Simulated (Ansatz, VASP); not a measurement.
**Ca in VASP and in Ansatz**

Contents of INCAR:

```
SYSTEM = Ca
PREC = Accurate
ENCUT = 520
EDIFF = 1E-6
ISMEAR = 0
SIGMA = 0.1
LREAL = .FALSE.
LASPH = .TRUE.
NELM = 100
ALGO = Normal
ISIF = 2
LWAVE = .FALSE.
LCHARG = .TRUE.
GGA = PE
LELF = .TRUE.
LVHAR = .TRUE.
NBANDS = 11
```

The input KPOINTS:

```
regular mesh
0
G
  14 14 14
  0 0 0
```

File POSCAR:

```
Ca
1.0
   -2.2445457591      2.2445457591      2.4329438311
    2.2445457591     -2.2445457591      2.4329438311
    2.2445457591      2.2445457591     -2.4329438311
Ca
1
Direct
    0.5000000000      0.5000000000      0.0000000000
```

Input for Ansatz:

```yaml
crystal:
  lattice:
    - [-2.2445457591, 2.2445457591, 2.4329438311]
    - [2.2445457591, -2.2445457591, 2.4329438311]
    - [2.2445457591, 2.2445457591, -2.4329438311]
  atoms:
    - { symbol: Ca, position: [0.5, 0.5, 0.0] }
basis:
  ecutwfc: 420
kpoints:
  mp_grid: { grid: [14, 14, 14] }
hamiltonian:
  xc: pbe
scf:
  occupations: { method: gaussian, width: 0.1 }
output:
  forces: true
  stress: true
  eigenvalues: true
  populations: true
```

Alike in both runs: task single point; functional PBE; k mesh 14 × 14 × 14; occupations gaussian, width 0.1 eV; no spin polarisation.

```csv
,VASP,Ansatz
version,VASP 6.6.1,Ansatz 0.2.0
potentials or method,"VASP PAW PBE potentials, release 64 (Ca_sv), cutoff 520 eV","scalar-relativistic, plane waves, PAW"
valence electrons in the cell,10,10
```

```tsv
	VASP	Ansatz	Ansatz less VASP
gap on the k mesh at the Fermi level (eV)	none	none	-
pressure (GPa)	-2.0	-2.0	-0.01
traceless stress, the component that is largest in VASP (GPa)	0.13	0.13	-0.001
```

A gap of «none» marks a metal or a gap that the smearing closes.
